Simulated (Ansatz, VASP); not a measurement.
C: VASP beside Ansatz

```
CELL_PARAMETERS angstrom
0.00000 1.78340 1.80123
1.78340 0.00000 1.80123
1.78340 1.78340 0.00000
ATOMIC_POSITIONS crystal
C 0.50000 0.50000 0.50000
C 0.75000 0.75000 0.75000
```

Change from the starting cell: zz strain of +1 %.

Alike in both runs: task single point; functional PBE; k mesh 20 × 20 × 20; occupations fermi-dirac, width 0.08 eV; no spin polarisation.

```csv
,VASP,Ansatz
version,VASP 6.6.1,Ansatz 0.2.0
potentials or method,"VASP PAW PBE potentials, release 64 (C), cutoff 520 eV","all-electron LAPW, scalar-relativistic"
```

```tsv
	VASP	Ansatz	Ansatz less VASP
gap on the k mesh at the Fermi level (eV)	3.98	3.99	+0.008
pressure (GPa)	-1.9	-2.6	-0.67
traceless stress, the component that is largest in VASP (GPa)	-6.17	-6.18	-0.009
```

Ansatz ran all-electron here, and VASP with PAW potentials.
